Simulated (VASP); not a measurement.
# Al (P-1) in VASP: single point with PBEsol

Aim: the single point of Al with PBEsol.

Program: VASP 6.6.1. These are calculated values, not measurements. Logs are shortened: lines on timing, memory, paths and dates and some standing lists are left out, and cuts for length are marked.

**1. The cell of the first run**

The typed cell holds 2 atoms: a = 2.812 Å, b = 2.812 Å, c = 4.867 Å, α = 90.00°, β = 90.00°, γ = 120.00°.

**2. Single point, PBEsol (atom 1 (Al) moved by (-0.300, -0.300) A along [1 1 0] and z)**

File INCAR:

```
SYSTEM = Al
PREC     = Accurate       ! precision mode
ENCUT    = 520            ! plane-wave cutoff, eV
EDIFF    = 1E-6           ! SCF threshold, eV
ISMEAR   = 0              ! smearing method
SIGMA    = 0.15           ! smearing width, eV
LREAL    = .False.        ! projectors in reciprocal space
LASPH    = .True.         ! aspherical terms in the spheres
NELM     = 100            ! most SCF steps
ALGO     = Fast           ! electronic algorithm
ISIF     = 2              ! what is computed and relaxed
LWAVE    = .False.        ! write WAVECAR
LCHARG   = .False.        ! write CHGCAR
GGA      = PS             ! functional
NBANDS   = 10             ! bands
```

File KPOINTS:

```
regular mesh
0
Gamma
  18 18 10
  0 0 0
```

File POSCAR:

```
Al
1.0
    2.8124553515      0.0000000000      0.0000000000
   -1.4062276757      2.4356577814      0.0000000000
    0.0000000000      0.0000000000      4.8668500000
Al
2
Direct
    0.5476935703      0.2462389821      0.6883584865
    0.3333333333      0.6666666667      0.2500000000
```

Potentials or basis: VASP PAW PBE potentials, release 64 (Al).

Launch:

```
$ cat potpaw_PBE.64/Al/POTCAR > POTCAR
$ mpirun -np 1 vasp_std > vasp.out
```

OUTCAR:

```text
SYSTEM = Al
   PREC = Accurate
   ENCUT = 520
   EDIFF = 1E-6
   ISMEAR = 0
   LREAL = .False.
   LASPH = .True.
   NELM = 100
   ISIF = 2
   GGA = PS

 ion  position               nearest neighbor table
   1  0.548  0.246  0.688-   2 2.57   2 2.65   2 2.87   2 3.08   2 3.15   2 3.34
   2  0.333  0.667  0.250-   1 2.57   1 2.65   1 2.87   1 3.08   1 3.15   1 3.34

  LATTYP: Found a hexagonal cell.
 ALAT       =     2.8124553515
 C/A-ratio  =     1.7304630267

  Lattice vectors:

 A1 = (   2.8124553515,   0.0000000000,   0.0000000000)
 A2 = (  -1.4062276757,   2.4356577814,   0.0000000000)
 A3 = (   0.0000000000,   0.0000000000,   4.8668500000)

Analysis of symmetry for initial positions (statically):
=====================================================================
 Subroutine PRICEL returns:
 Original cell was already a primitive cell.

 Routine SETGRP: Setting up the symmetry group for a
 hexagonal supercell.

 Subroutine GETGRP returns: Found  2 space group operations
 (whereof  1 operations were pure point group operations)
 out of a pool of 24 trial point group operations.

The static configuration has the point symmetry C_1 .
 The point group associated with its full space group is S_2 .

Analysis of symmetry for dynamics (positions and initial velocities):
=====================================================================
 Subroutine PRICEL returns:
 Original cell was already a primitive cell.

 Routine SETGRP: Setting up the symmetry group for a
 hexagonal supercell.

 Subroutine GETGRP returns: Found  2 space group operations
 (whereof  1 operations were pure point group operations)
 out of a pool of 24 trial point group operations.

The dynamic configuration has the point symmetry C_1 .
 The point group associated with its full space group is S_2 .

 Subroutine INISYM returns: Found  2 space group operations
 (whereof  1 operations are pure point group operations),
 and found     1 'primitive' translations

----------------------------------------------------------------------------------------

                                     Primitive cell

  volume of cell :      33.3388

  direct lattice vectors                    reciprocal lattice vectors
     2.812455352  0.000000000  0.000000000     0.355561200  0.205283355  0.000000000
    -1.406227676  2.435657781  0.000000000     0.000000000  0.410566709  0.000000000
     0.000000000  0.000000000  4.866850000     0.000000000  0.000000000  0.205471712

  length of vectors
     2.812455352  2.812455351  4.866850000     0.410566709  0.410566709  0.205471712

  position of ions in fractional coordinates (direct lattice)
     0.547693570  0.246238982  0.688358487
     0.333333333  0.666666667  0.250000000

  ion indices of the primitive-cell ions
   primitive index   ion index
                 1           1
                 2           2

----------------------------------------------------------------------------------------

 KPOINTS: regular mesh

Automatic generation of k-mesh.
 Grid dimensions read from file:
 generate k-points for:   18   18   10

 Generating k-lattice:

  Cartesian coordinates                     Fractional coordinates (reciprocal lattice)
     0.019753400  0.011404631  0.000000000     0.055555556  0.000000000  0.000000000
     0.000000000  0.022809262  0.000000000     0.000000000  0.055555556  0.000000000
     0.000000000  0.000000000  0.020547171     0.000000000  0.000000000  0.100000000

  Length of vectors
     0.022809262  0.022809262  0.020547171

  Shift w.r.t. Gamma in fractional coordinates (k-lattice)
     0.000000000  0.000000000  0.000000000

 Subroutine IBZKPT returns following result:
 ===========================================

 Found   1624 irreducible k-points:

 Following reciprocal coordinates:
            Coordinates               Weight
  0.000000  0.000000  0.000000      1.000000
  0.055556  0.000000  0.000000      2.000000
  0.000000  0.055556  0.000000      2.000000
 -0.055556  0.055556  0.000000      2.000000
  0.111111  0.000000  0.000000      2.000000
  0.000000  0.111111  0.000000      2.000000
[... 16 lines left out ...]
  0.444444  0.000000  0.000000      2.000000
  0.000000  0.444444  0.000000      2.000000
 [... further k-points ...]
   k-points           NKPTS =   1624   k-points in BZ     NKDIM =   1624   number of bands    NBANDS=     10
   number of dos      NEDOS =    301   number of ions     NIONS =      2
   total plane-waves  NPLWV =  20736
   dimension x,y,z NGX =    24 NGY =   24 NGZ =   36
   dimension x,y,z NGXF=    48 NGYF=   48 NGZF=   72
   ions per type =               2
   NGX,Y,Z   is equivalent  to a cutoff of  14.19, 14.19, 12.30 a.u.
   NGXF,Y,Z  is equivalent  to a cutoff of  28.37, 28.37, 24.59 a.u.
 SYSTEM =  Al
   PREC   = accura    normal or accurate (medium, high low for compatibility)
   ISTART =      0    job   : 0-new  1-cont  2-samecut
   ICHARG =      2    charge: 1-file 2-atom 10-const
   ISPIN  =      1    spin polarized calculation?
   LNONCOLLINEAR =      F non collinear calculations
   LSORBIT =      F    spin-orbit coupling
   LASPH  =      T    aspherical Exc in radial PAW
   ENCUT  =  520.0 eV  38.22 Ry    6.18 a.u.   5.23  5.23  9.05*2*pi/ulx,y,z
   NELM   =    100;   NELMIN=  2; NELMDL= -5     # of ELM steps
   EDIFF  = 0.1E-05   stopping-criterion for ELM
   LREAL  =      F    real-space projection
   EDIFFG = 0.1E-04   stopping-criterion for IOM
   NSW    =      0    number of steps for IOM
   IBRION =     -1    ionic relax: 0-MD 1-quasi-New 2-CG
   NFREE  =      0    steps in history (QN), initial steepest desc. (CG)
   ISIF   =      2    stress and relaxation
   ISYM   =      2    0-nonsym 1-usesym 2-fastsym
   POTIM  = 0.5000    time-step for ionic-motion
   TEBEG  =    0.0;   TEEND  =   0.0 temperature during run
   PSTRESS=    0.0 pullay stress
   NELECT =       6.0000    total number of electrons
   NUPDOWN=      -1.0000    fix difference up-down
   EMIN   =  10.00;   EMAX   =-10.00  energy-range for DOS
   EFERMI =   0.00;   METHOD = LEGACY
   ISMEAR =     0;   SIGMA  =   0.15  broadening in eV -4-tet -1-fermi 0-gaus
   EFERMI_NEDOS =   21; number of points for ismear=-14 and -15
   IALGO  =     68    algorithm
   IMIX   =      4    mixing-type and parameters
     AMIX     =   0.40;   BMIX     =  1.00
     AMIX_MAG =   1.60;   BMIX_MAG =  1.00
  volume/ion in A,a.u.               =      16.67       112.49
  Fermi-wavevector in a.u.,A,eV,Ry     =   0.924291  1.746656 11.623640  0.854313
  Thomas-Fermi vector in A             =   2.050021
   LORBIT       =      0    0 simple, 1 ext, 2 COOP (PROOUT), +10 PAW based schemes
   GGA     = PS    functional components
   LHFCALC =     F    Hartree Fock is set to
   AEXX    =    0.0000 exact exchange contribution
   IVDW    =     0    specifies the selected vdW correction
   LEPSILON=     F    determine dielectric tensor
   LRPA    =     F    only Hartree local field effects (RPA)
 non-spin polarized calculation
 RMM-DIIS sequential band-by-band and
 Gauss-broadening in eV      SIGMA  =   0.15
  energy-cutoff  :      520.00
  volume of cell :       33.34
 maximum number of plane-waves:       920
 NGX is ok and might be reduce to    24
   NGX = 11   NGY = 11   NGZ = 19

 number of electron       6.0000000 magnetization

 Free energy of the ion-electron system (eV)
  ---------------------------------------------------
  ext. energy  EPLUGINS =         0.00000000
  ---------------------------------------------------
  free energy    TOTEN  =        -7.88273536 eV

  energy without entropy =       -7.87260121  energy(sigma->0) =       -7.87766828

 E-fermi :   7.7649     XC(G=0): -10.1901

 val. band max:        7.7631302670   @ k =   0.1667   0.3333   0.5000
 cond. band min:       7.7655199758   @ k =   0.5000   0.5000   0.1000
 fundamental gap:      0.0023897088
 Fermi energy:         7.7649202307

 k-point     1 :       0.0000    0.0000    0.0000
  band No.  band energies     occupation
      1      -3.4050      2.00000
      2       2.7710      2.00000
      3       3.1442      2.00000
      4      18.4464      0.00000
      5      18.8546      0.00000
      6      19.2170      0.00000
      7      19.3096      0.00000
      8      19.7674      0.00000
      9      19.7785      0.00000
     10      22.1518      0.00000

 k-point     2 :       0.0556    0.0000    0.0000
  band No.  band energies     occupation
      1      -3.3282      2.00000
      2       2.8464      2.00000
      3       3.2159      2.00000
      4      17.0722      0.00000
      5      17.9244      0.00000
      6      19.0710      0.00000
      7      19.7308      0.00000
      8      20.2271      0.00000
      9      20.3345      0.00000
     10      22.1045      0.00000

 k-point     3 :       0.0000    0.0556    0.0000
  band No.  band energies     occupation
      1      -3.3282      2.00000
      2       2.8461      2.00000
      3       3.2160      2.00000
      4      17.2994      0.00000
      5      17.9417      0.00000
      6      18.5065      0.00000
      7      19.8575      0.00000
      8      20.2099      0.00000
      9      20.5642      0.00000
     10      22.2588      0.00000

 k-point     4 :      -0.0556    0.0556    0.0000
  band No.  band energies     occupation
      1      -3.3282      2.00000
      2       2.8462      2.00000
      3       3.2160      2.00000
      4      17.2331      0.00000
      5      17.9490      0.00000
      6      18.6598      0.00000
      7      19.8057      0.00000
      8      20.0813      0.00000
      9      20.5930      0.00000
     10      22.3603      0.00000

 k-point     5 :       0.1111    0.0000    0.0000
  band No.  band energies     occupation
      1      -3.0982      2.00000
      2       3.0720      2.00000
      3       3.4309      2.00000
      4      15.0389      0.00000
      5      16.9553      0.00000
      6      18.2517      0.00000
      7      19.8005      0.00000
      8      20.2013      0.00000
      9      21.3586      0.00000
     10      21.5747      0.00000

 k-point     6 :       0.0000    0.1111    0.0000
  band No.  band energies     occupation
      1      -3.0981      2.00000
      2       3.0707      2.00000
      3       3.4315      2.00000
      4      15.2035      0.00000
      5      17.0216      0.00000
      6      17.8525      0.00000
      7      19.8832      0.00000
      8      20.0386      0.00000
      9      21.1173      0.00000
     10      21.5354      0.00000
[... 183 lines left out ...]
 k-point    21 :       0.0000    0.3889    0.0000
  band No.  band energies     occupation
      1       0.3044      2.00000
      2       5.2850      2.00000
      3       6.6620      2.00000
      4       6.8412      2.00000
      5      11.5408      0.00000
      6      11.8590      0.00000
      7      14.1319      0.00000
      8      15.4237      0.00000
      9      19.5399      0.00000
     10      20.2770      0.00000

 k-point    22 :      -0.3889    0.3889    0.0000
  band No.  band energies     occupation
      1       0.3045      2.00000
      2       5.3116      2.00000
      3       6.6549      2.00000
      4       6.7928      2.00000
      5      11.5317      0.00000
      6      11.8915      0.00000
      7      14.1569      0.00000
      8      15.4492      0.00000
      9      19.6728      0.00000
     10      20.3262      0.00000

 k-point    23 :       0.4444    0.0000    0.0000
  band No.  band energies     occupation
      1       1.4183      2.00000
      2       4.0482      2.00000
      3       7.4657      1.99522
      4       7.6370      1.77231
      5      10.1434      0.00000
      6      10.6014      0.00000
      7      13.8471      0.00000
      8      15.7368      0.00000
      9      19.2556      0.00000
     10      19.8458      0.00000

 k-point    24 :       0.0000    0.4444    0.0000
  band No.  band energies     occupation
      1       1.4163      2.00000
      2       4.0069      2.00000
      3       7.6562      1.69457
      4       7.7328      1.23811
      5      10.1321      0.00000
      6      10.3691      0.00000
      7      13.9365      0.00000
      8      15.2021      0.00000
      9      19.3723      0.00000
     10      20.0546      0.00000

 [... further k-points ...]

------------------------ aborting loop because EDIFF is reached ----------------------------------------

  FORCE on cell =-STRESS in cart. coord.  units (eV):
  Direction    XX          YY          ZZ          XY          YZ          ZX
  --------------------------------------------------------------------------------------
  -------------------------------------------------------------------------------------
  Total        0.2058275      0.4076136      0.8163417     -0.1105617      0.4166929      0.1921561
  in kB        9.8915447     19.5888682     39.2312995     -5.3133135     20.0251974      9.2345297
  external PRESSURE =      22.9039041 kB  Pullay stress =       0.0000000 kB

 VOLUME and BASIS-vectors are now :
 -----------------------------------------------------------------------------
  energy-cutoff  :      520.00
  volume of cell :       33.34
      direct lattice vectors                 reciprocal lattice vectors
     2.812455352  0.000000000  0.000000000     0.355561200  0.205283355  0.000000000
    -1.406227676  2.435657781  0.000000000     0.000000000  0.410566709  0.000000000
     0.000000000  0.000000000  4.866850000     0.000000000  0.000000000  0.205471712

 POSITION                                       TOTAL-FORCE (eV/Angst)
 -----------------------------------------------------------------------------------
      1.19410      0.59975      3.35014         0.117876      0.248384      1.434935
     -0.00000      1.62377      1.21671        -0.117876     -0.248384     -1.434935
 -----------------------------------------------------------------------------------
    total drift:                                0.000001     -0.000000      0.000002

  FREE ENERGIE OF THE ION-ELECTRON SYSTEM (eV)
  ---------------------------------------------------
  free  energy   TOTEN  =        -7.8827353611 eV

  energy  without entropy=       -7.8726012066  energy(sigma->0) =       -7.87766828
```

Wall time 8.6 min (1 thread of Intel Xeon 8259CL, shared host); peak memory 0.52 GiB.

Results:

* Free energy: -7.8827 eV
* Pressure: 2.3 GPa
* Largest force: 1.461 eV/Å
* Band gap on the k mesh: zero (bands 3 and 4 overlap by 5.86 eV)

Forces on the atoms (eV/Å):
```
Al   0.118  0.248  1.435
Al  -0.118 -0.248 -1.435
```

Caveat: the cell differs from its parent crystal (atom 1 (Al) moved by (-0.300, -0.300) A along [1 1 0] and z); the PAW data sets were made with another functional, which shifts forces and pressure a little.
